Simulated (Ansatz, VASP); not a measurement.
**One calculation of Mg, two programs**

```
CELL_PARAMETERS angstrom
-1.83599 1.83599 1.67940
1.83599 -1.83599 1.67940
1.83599 1.83599 -1.67940
ATOMIC_POSITIONS crystal
Mg 0.00000 0.00000 0.00000
```

Alike in both runs: functional PBE; dispersion D4; k mesh 11 × 11 × 11; occupations gaussian, width 0.01 eV; no spin polarisation.

|  | VASP | Ansatz |
| --- | --- | --- |
| version | VASP 6.6.1 | Ansatz 0.2.0 |
| potentials or method | VASP PAW PBE potentials, release 64 (Mg) | SSSP efficiency PAW |
| plane-wave cutoff (eV) | 520 | 408 |
| valence electrons in the cell | 2 | 2 |
| task | single point | atomic charges |

|  | VASP | Ansatz | Ansatz less VASP |
| --- | --- | --- | --- |
| gap on the k mesh at the Fermi level (eV) | none | none | - |
| pressure (GPa) | -0.7 | -0.6 | 0.00 |
| traceless stress, the component that is largest in VASP (GPa) | 0.45 | 0.44 | -0.007 |

A gap of «none» marks a metal or a gap that the smearing closes.
